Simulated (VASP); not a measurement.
# TiAl (P-6m2) in VASP: a series of runs, part 2 of 2

VASP 6.6.1.

## (4) Single point, PBEsol

Input file INCAR:

```
SYSTEM = TiAl
PREC = Accurate
ENCUT = 520
EDIFF = 1E-6
ISMEAR = -1
SIGMA = 0.1
LREAL = .FALSE.
LASPH = .TRUE.
NELM = 60
ALGO = Normal
ISIF = 2
LWAVE = .FALSE.
LCHARG = .FALSE.
GGA = PS
NBANDS = 14
```

Input file KPOINTS:

```
regular mesh
0
G
  9 9 5
  0 0 0
```

Input file POSCAR:

```
TiAl
1.0
    2.8672600000      0.0000000000      0.0000000000
   -1.4336300000      2.4831200000      0.0000000000
    0.0000000000      0.0000000000      4.6780800000
Ti Al
1 1
Direct
    0.0000000000      0.0000000000      0.0000000000
    0.3333333333      0.6666666667      0.5000000000
```

Potentials or basis: VASP PAW PBE potentials, release 64 (Ti_sv, Al).

On the command line:

```
> cat potpaw_PBE.64/Ti_sv/POTCAR potpaw_PBE.64/Al/POTCAR > POTCAR
> mpirun -np 1 vasp_std > vasp.out
```

OUTCAR:

```text
SYSTEM = TiAl
   PREC = Accurate
   ENCUT = 520
   EDIFF = 1E-6
   ISMEAR = -1
   LREAL = .FALSE.
   LASPH = .TRUE.
   NELM = 60
   ISIF = 2
   GGA = PS

 ion  position               nearest neighbor table
   1  0.000  0.000  0.000-   2 2.87   2 2.87   2 2.87   2 2.87   2 2.87   2 2.87
   2  0.333  0.667  0.500-   1 2.87   1 2.87   1 2.87   1 2.87   1 2.87   1 2.87

  LATTYP: Found a hexagonal cell.
 ALAT       =     2.8672600000
 C/A-ratio  =     1.6315506790

  Lattice vectors:
[... 585 lines left out ...]
      7       6.0832      2.00000
      8       7.2175      1.99530
      9       7.7875      1.17371
     10      10.1024      0.00000
     11      10.9184      0.00000
     12      10.9520      0.00000
     13      14.5584      0.00000
     14      14.9864      0.00000

 [... further k-points ...]
[... 5 lines left out ...]
  --------------------------------------------------------------------------------------
  -------------------------------------------------------------------------------------
  Total       -0.4880218     -0.4880218     -0.7464582      0.0000000      0.0000000      0.0000000
  in kB      -23.4756348    -23.4756348    -35.9073719      0.0000000      0.0000000      0.0000000
  external PRESSURE =     -27.6195472 kB  Pullay stress =       0.0000000 kB

 VOLUME and BASIS-vectors are now :
 -----------------------------------------------------------------------------
  energy-cutoff  :      520.00
  volume of cell :       33.31
      direct lattice vectors                 reciprocal lattice vectors
     2.867260000  0.000000000  0.000000000     0.348765023  0.201359580  0.000000000
    -1.433630000  2.483120000  0.000000000     0.000000000  0.402719160  0.000000000
     0.000000000  0.000000000  4.678080000     0.000000000  0.000000000  0.213762911

 POSITION                                       TOTAL-FORCE (eV/Angst)
 -----------------------------------------------------------------------------------
      0.00000      0.00000      0.00000         0.000000      0.000000      0.000000
     -0.00000      1.65541      2.33904        -0.000000      0.000000      0.000000
 -----------------------------------------------------------------------------------
    total drift:                                0.000000     -0.000000      0.000000

  FREE ENERGIE OF THE ION-ELECTRON SYSTEM (eV)
  ---------------------------------------------------
  free  energy   TOTEN  =       -12.9654278846 eV

  energy  without entropy=      -12.8889369434  energy(sigma->0) =      -12.92718241
```

OSZICAR:

```text
N       E                     dE             d eps       ncg     rms          rms(c)
DAV:   1     0.949948672791E+02    0.94995E+02   -0.70235E+03  1008   0.107E+03
DAV:   2    -0.876939376458E+01   -0.10376E+03   -0.99830E+02  1044   0.295E+02
DAV:   3    -0.144216593533E+02   -0.56523E+01   -0.55342E+01  1542   0.648E+01
DAV:   4    -0.145823828467E+02   -0.16072E+00   -0.16053E+00  1160   0.971E+00
DAV:   5    -0.145885196780E+02   -0.61368E-02   -0.61363E-02  1516   0.179E+00    0.951E+00
DAV:   6    -0.132960710133E+02    0.12924E+01   -0.62243E+00  1134   0.307E+01    0.375E+00
DAV:   7    -0.129994319684E+02    0.29664E+00   -0.77695E-01  1122   0.100E+01    0.201E+00
DAV:   8    -0.129702960525E+02    0.29136E-01   -0.19330E-01  1182   0.470E+00    0.822E-01
DAV:   9    -0.129699215526E+02    0.37450E-03   -0.67426E-02  1092   0.349E+00    0.567E-01
DAV:  10    -0.129653739780E+02    0.45476E-02   -0.12292E-02  1122   0.137E+00    0.779E-02
DAV:  11    -0.129654334178E+02   -0.59440E-04   -0.10528E-03  1378   0.302E-01    0.530E-02
DAV:  12    -0.129654310710E+02    0.23468E-05   -0.40993E-05  1112   0.619E-02    0.271E-02
DAV:  13    -0.129654278977E+02    0.31733E-05   -0.70800E-06  1212   0.290E-02    0.100E-02
DAV:  14    -0.129654278846E+02    0.13044E-07   -0.85998E-07   788   0.880E-03
   1 F= -.12965428E+02 E0= -.12927182E+02  d E =-.764909E-01
```

stdout:

```text
POSCAR found type information on POSCAR TiAl
 POSCAR found :  2 types and       2 ions
 scaLAPACK will be used
 -----------------------------------------------------------------------------
|                                                                             |
|                                                                             |
|     You enforced a specific xc type in the INCAR file but a different       |
|     I HOPE YOU KNOW WHAT YOU ARE DOING!                                     |
|                                                                             |
 -----------------------------------------------------------------------------

 LDA part: xc-table for (Slater+PW92), standard interpolation
 POSCAR, INCAR and KPOINTS ok, starting setup
 FFT: planning ... GRIDC
 FFT: planning ... GRID_SOFT
 FFT: planning ... GRID
 WAVECAR not read
 entering main loop
```

Wall time 30 s (1 thread of AMD EPYC 7R13, shared host); peak memory 0.13 GiB.

What came out:

| Property | Result |
| --- | --- |
| Free energy | -12.9654 eV |
| Pressure | -2.8 GPa |

Stress tensor (GPa, compression positive):
```
-2.35  0.00  0.00
 0.00 -2.35  0.00
 0.00  0.00 -3.59
```

Caveat: the PAW data sets were made with another functional, which shifts forces and pressure a little.

## (5) Summary

| level | potentials or basis | gap on the mesh (eV) | pressure (GPa) |
| --- | --- | --- | --- |
| BLYP | VASP PAW PBE potentials, release 64 (Ti_sv, Al) | none | 3.4 |
| LDA | VASP PAW LDA potentials, release 64 (Ti_sv, Al) | none | -6.0 |
| PBEsol | VASP PAW PBE potentials, release 64 (Ti_sv, Al) | none | -2.8 |

Alike in all rows: task single point; no spin polarisation; cell as given; k mesh 9 × 9 × 5; cutoff (eV) 520; smearing fermi-dirac 0.1 eV.

Caveats: the PAW data sets were made with another functional, which shifts forces and pressure a little (some runs).

Absolute energies hang on the potentials; compare differences alone.
